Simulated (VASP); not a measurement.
Ta:

```xyz
2
Lattice="2.9004 0.0000 0.0000 -1.4502 2.5118 0.0000 0.0000 0.0000 5.1663" Properties=species:S:1:pos:R:3 pbc="T T T"
Ta    1.4502    0.8373    3.8747
Ta    0.0000    1.6745    1.2916
```

Base run:

| Property | Result |
| --- | --- |
| Program | VASP 6.6.1 |
| Functional | LDA |
| Potentials or basis | VASP PAW LDA potentials, release 64 (Ta_pv) |
| Cutoff | 520 eV |
| k mesh | 11 × 11 × 6 |
| Occupations | fermi-dirac, width 0.05 eV |
| Spin | collinear spin, ferromagnetic start |
| Starting moments | [0.5, 0.5] μB |
| Fixed moment | 1 μB |

Its results: pressure -10.1 GPa; site moments Ta +0.33 μB.

Question: The run is repeated on the same cell with these changes: fixed moment from 1 μB to 2.4 μB; moments at the start from [0.5, 0.5] to [1.2, 1.2]. What comes out?

Answer: Pressure -5.5 GPa; site moments Ta +0.80 μB.

Caveats: the total moment is fixed, so each spin has its own Fermi level.
